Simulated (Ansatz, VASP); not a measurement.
**Two plane-wave programs on C**

Contents of INCAR:

```
SYSTEM = C
ALGO = Normal ; EDIFF = 1E-6
ENCUT = 520 ; GGA = PE
ISIF = 2 ; ISMEAR = -1
LASPH = .TRUE. ; LCHARG = .FALSE.
LREAL = .FALSE. ; LWAVE = .FALSE.
NBANDS = 16 ; NELM = 80
PREC = Accurate ; SIGMA = 0.02
```

KPOINTS

```
k-points
0
G
  12 12 6
  0 0 0
```

Contents of POSCAR:

```
C
1.0
    2.5407433039      0.0000000000      0.0000000000
   -1.2703716519      2.2003482457      0.0000000000
    0.0000000000      0.0000000000      4.1683704913
C
4
Direct
    0.3333333333      0.6666666667      0.0001772581
    0.6666666667      0.3333333333      0.5001772581
    0.3333333333      0.6666666667      0.3748227419
    0.6666666667      0.3333333333      0.8748227419
```

Input for Ansatz:

```yaml
crystal:
  lattice:
    - [2.5407433039, 0.0, 0.0]
    - [-1.2703716519, 2.2003482457, 0.0]
    - [0.0, 0.0, 4.1683704913]
  atoms:
    - { symbol: C, position: [0.3333333333, 0.6666666667, 0.0001772581] }
    - { symbol: C, position: [0.6666666667, 0.3333333333, 0.5001772581] }
    - { symbol: C, position: [0.3333333333, 0.6666666667, 0.3748227419] }
    - { symbol: C, position: [0.6666666667, 0.3333333333, 0.8748227419] }
kpoints:
  mp_grid: { grid: [12, 12, 6] }
  band_path:
    path:
      - [0.0, 0.0, 0.0]
      - [0.5, 0.0, 0.0]
      - [0.3333333333, 0.3333333333, 0.0]
      - [0.0, 0.0, 0.5]
      - [0.5, 0.0, 0.5]
      - [0.3333333333, 0.3333333333, 0.5]
    npoints: 1
hamiltonian:
  xc: pbe
scf:
  occupations: { method: fermi_dirac, width: 0.02 }
  n_extra_bands: 5
output:
  forces: true
  stress: true
  eigenvalues: true
```

Change from the starting cell: epitaxial_xy strain +1.5%.

Alike in both runs: task single point; functional PBE; k mesh 12 × 12 × 6; occupations fermi-dirac, width 0.02 eV; no spin polarisation.

|  | VASP | Ansatz |
| --- | --- | --- |
| version | VASP 6.6.1 | Ansatz 0.2.0 |
| potentials or method | VASP PAW PBE potentials, release 64 (C) | plane waves, PAW |
| plane-wave cutoff (eV) | 520 | 420 |
| valence electrons in the cell | 16 | 16 |

|  | VASP | Ansatz | Ansatz less VASP |
| --- | --- | --- | --- |
| gap on the k mesh at the Fermi level (eV) | 3.42 | 3.44 | +0.017 |
| pressure (GPa) | -7.7 | -8.3 | -0.56 |
| traceless stress, the component that is largest in VASP (GPa) | 11.62 | 11.64 | +0.018 |
| rms of the force components (eV/Å) | 0.006 | 0.006 | -0.0001 |

Atom by atom the forces differ by 0.000 eV/Å (rms over components). The functional is the same, so the differences come from potentials, cutoffs and numerics.
